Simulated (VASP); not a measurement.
Write the native input for VASP 6.6.1 that does the following.

```yaml
Task: single point
Functional: PBE
Potentials_or_basis: VASP PAW PBE potentials, release 64 (Co)
Cutoff: 520 eV
k_mesh: 9 × 9 × 9
Occupations: gaussian, width 0.1 eV
Spin: no spin polarisation
Dipole_correction: no
Further_INCAR_settings: ALGO = Normal; EDIFF = 1e-06; NBANDS = 16
```

The structure of Co lies in POSCAR:

```
Co
1.0
    1.2110041826      0.6991735908      4.2234932883
   -1.2110041826      0.6991735908      4.2234932883
    0.0000000000     -1.3983471817      4.2234932883
Co
2
Direct
    0.0888241552      0.0888241552      0.0888241552
    0.9111758448      0.9111758448      0.9111758448
```

These files were run (other wordings do the same):

INCAR

```
SYSTEM = Co
PREC     = Accurate       ! precision mode
ENCUT    = 520            ! plane-wave cutoff, eV
EDIFF    = 1E-6           ! SCF threshold, eV
ISMEAR   = 0              ! smearing method
SIGMA    = 0.1            ! smearing width, eV
LREAL    = .FALSE.        ! projectors in reciprocal space
LASPH    = .TRUE.         ! aspherical terms in the spheres
NELM     = 80             ! most SCF steps
ALGO     = Normal         ! electronic algorithm
ISIF     = 2              ! what is computed and relaxed
LWAVE    = .FALSE.        ! write WAVECAR
LCHARG   = .FALSE.        ! write CHGCAR
GGA      = PE             ! functional
NBANDS   = 16             ! bands
```

KPOINTS

```
regular mesh
0
G
  9 9 9
  0 0 0
```

Potentials or basis: VASP PAW PBE potentials, release 64 (Co).

Launch:

```console
$ cat potpaw_PBE.64/Co/POTCAR > POTCAR
$ mpirun -np 1 vasp_std > vasp.out
```

It gave:

| Property | Result |
| --- | --- |
| Pressure | -0.8 GPa |
| Largest force | 0.010 eV/Å |
| Band gap on the k mesh | zero (bands 9 and 10 overlap by 1.31 eV) |

Caveat: the run has no spin polarisation, though such a crystal can be magnetic.

Wall time 2.5 min on 1 thread of Intel Xeon 8259CL (shared host), peak memory 0.18 GiB.
